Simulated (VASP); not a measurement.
Input of a VASP 6.6.1 run:

Contents of INCAR:

```
  PREC = Accurate
  ENCUT = 520
  EDIFF = 1E-7
  ISMEAR = -1
  SIGMA = 0.05
  LREAL = False
  LASPH = True
  NELM = 150
  ALGO = Normal
  ISIF = 2
  LWAVE = False
  LCHARG = False
  ISPIN = 2
  MAGMOM = 0 0 3 3 0 0 0 0 0
  LORBIT = 11
  LMAXMIX = 4
  GGA = CA
  NBANDS = 47
```

KPOINTS

```
Automatic mesh
0
Gamma
  4 4 4
```

The input POSCAR:

```
CsLiCr2Te2S3
1.0
    3.3192900000      1.9163900000      6.8798200000
   -3.3192900000      1.9163900000      6.8798200000
    0.0000000000     -3.8327900000      6.8798200000
Cs Li Cr Te S
1 1 2 2 3
Direct
    0.0000000000      0.0000000000      0.0000000000
    0.5000000000      0.5000000000      0.5000000000
    0.7984800000      0.7984800000      0.7984800000
    0.2015200000      0.2015200000      0.2015200000
    0.6799000000      0.6799000000      0.6799000000
    0.3201000000      0.3201000000      0.3201000000
    0.1362600000      0.8637400000      0.5000000000
    0.5000000000      0.1362600000      0.8637400000
    0.8637400000      0.5000000000      0.1362600000
```

Potentials or basis: VASP PAW LDA potentials, release 64 (Cs_sv, Li_sv, Cr_pv, Te, S).

Launch:

```sh
$ cat potpaw_LDA.64/Cs_sv/POTCAR potpaw_LDA.64/Li_sv/POTCAR potpaw_LDA.64/Cr_pv/POTCAR potpaw_LDA.64/Te/POTCAR potpaw_LDA.64/S/POTCAR > POTCAR
$ mpirun -np 1 vasp_std > vasp.out
```

(1) Estimate the band gap on the k mesh.

(2) Predict the site moments.

(3) What does it give for the largest force?

(4) Estimate the net moment.

Answers

(1) zero (filled and empty bands overlap).

(2) Cs -0.00; Li +0.00; Cr +2.11; Te -0.14; S -0.06 μB.

(3) 0.519 eV/Å.

(4) 4.00 μB per cell.

Caveat: spin-orbit coupling is left out, which moves the levels of the heavy elements; the run started ferromagnetic, and an antiferromagnetic order may lie lower in energy.
